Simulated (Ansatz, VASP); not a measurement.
**SnSe in VASP and in Ansatz**

```
CELL_PARAMETERS angstrom
0.00000 3.39084 3.39084
3.39084 0.00000 3.39084
3.39084 3.39084 0.00000
ATOMIC_POSITIONS crystal
Sn 0.00000 0.00000 0.00000
Se 0.75000 0.75000 0.75000
```

Alike in both runs: functional B3LYP; k mesh 4 × 4 × 4; occupations fermi-dirac, width 0.05 eV; no spin polarisation.

|  | VASP | Ansatz |
| --- | --- | --- |
| version | VASP 6.6.1 | Ansatz 0.2.0 |
| potentials or method | VASP PAW PBE potentials, release 64 (Sn_d, Se) | Ansatz PAW |
| plane-wave cutoff (eV) | 520 | 420 |
| valence electrons in the cell | 20 | 30 |
| task | single point | band structure |

|  | VASP | Ansatz | Ansatz less VASP |
| --- | --- | --- | --- |
| gap on the k mesh at the Fermi level (eV) | 0.90 | 0.87 | -0.035 |
| least direct gap on the mesh (eV) | 1.58 | 1.55 | -0.026 |
| pressure (GPa) | 0.9 | 1.0 | +0.04 |

VASP's potentials were made for PBE, not for B3LYP. VASP's potentials hold 20 valence electrons a cell and Ansatz's 30, so a difference there can come from the potentials and not from the codes.
